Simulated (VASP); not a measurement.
Set up this calculation in VASP 6.6.1, as the native input.

```
Task                   : single point
Functional             : PBE
Potentials or basis    : VASP PAW PBE potentials, release 64 (Zn, S)
Cutoff                 : 520 eV
k mesh                 : 8 × 8 × 8
Occupations            : fermi-dirac, width 0.01 eV
Spin                   : no spin polarisation
Dipole correction      : no
Further INCAR settings : ALGO = Normal; EDIFF = 1e-06; NBANDS = 16
```

The structure of ZnS lies in POSCAR:

```
ZnS
1.0
    0.0000000000      2.6587996169      2.6587996169
    2.6587996169      0.0000000000      2.6587996169
    2.6587996169      2.6587996169      0.0000000000
Zn S
1 1
Direct
    0.0000000000      0.0000000000      0.0000000000
    0.7500000000      0.7500000000      0.7500000000
```

This cell differs from its parent crystal: volume scaled by 0.95.

One way to write it, as run:

INCAR

```
SYSTEM = ZnS
PREC = Accurate
ENCUT = 520
EDIFF = 1E-6
ISMEAR = -1
SIGMA = 0.01
LREAL = .False.
LASPH = .True.
NELM = 60
ALGO = Normal
ISIF = 2
LWAVE = .False.
LCHARG = .False.
GGA = PE
NBANDS = 16
```

KPOINTS

```
regular mesh
0
Gamma
  8 8 8
  0 0 0
```

Potentials or basis: VASP PAW PBE potentials, release 64 (Zn, S).

The run is started by

```bash
$ cat potpaw_PBE.64/Zn/POTCAR potpaw_PBE.64/S/POTCAR > POTCAR
$ mpirun -np 1 vasp_std > vasp.out
```

It gave:

The pressure is 5.8 GPa and the band gap on the k mesh is 2.33 eV, direct.

Wall time 20 s on 1 thread of AMD EPYC 7R43 64-Core Processor (Zen 3), on a shared host, peak memory 0.12 GiB.
